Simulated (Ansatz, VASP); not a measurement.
## Two plane-wave programs on Sn

The input INCAR:

```
SYSTEM = Sn
PREC = Accurate
ENCUT = 500
EDIFF = 1E-6
ISMEAR = 0
SIGMA = 0.1
LREAL = .False.
LASPH = .True.
NELM = 120
ALGO = Normal
ISIF = 2
LWAVE = .False.
LCHARG = .True.
GGA = CA
LELF = .True.
LVHAR = .True.
NBANDS = 21
GGA_COMPAT = .False.
```

File KPOINTS:

```
Automatic mesh
0
Gamma
  6 6 6
  0 0 0
```

Contents of POSCAR:

```
Sn
1.0
    0.0000000000      3.2849870000      3.2849870000
    3.2849870000      0.0000000000      3.2849870000
    3.2849870000      3.2849870000      0.0000000000
Sn
2
Direct
    0.5000000000      0.5000000000      0.5000000000
    0.7500000000      0.7500000000      0.7500000000
```

Input for Ansatz:

```yaml
crystal:
  lattice:
    - [0.0, 3.284987, 3.284987]
    - [3.284987, 0.0, 3.284987]
    - [3.284987, 3.284987, 0.0]
  atoms:
    - { symbol: Sn, position: [0.5, 0.5, 0.5] }
    - { symbol: Sn, position: [0.75, 0.75, 0.75] }
basis:
  ecutwfc: 420
kpoints:
  mp_grid: { grid: [6, 6, 6] }
hamiltonian:
  xc: lda
scf:
  occupations: { method: gaussian, width: 0.1 }
output:
  forces: true
  stress: true
  eigenvalues: true
```

Alike in both runs: task single point; functional LDA; k mesh 6 × 6 × 6; occupations gaussian, width 0.1 eV; no spin polarisation.

```csv
,VASP,Ansatz
version,VASP 6.6.1,Ansatz 0.2.0
potentials or method,"VASP PAW LDA potentials, release 64 (Sn_d), cutoff 500 eV","scalar-relativistic, plane waves, PAW"
valence electrons in the cell,28,28
```

VASP gave:

| Property | Result |
| --- | --- |
| gap on the k mesh at the Fermi level (eV) | none |
| pressure (GPa) | -1.8 |

Question: What did Ansatz give for the same quantities?

Answer: gap on the k mesh at the Fermi level (eV): none; pressure (GPa): -1.7.

LDA's correlation is that of Perdew and Zunger in VASP and of Perdew and Wang (1992) in Ansatz. A gap of «none» marks a metal or a gap that the smearing closes.
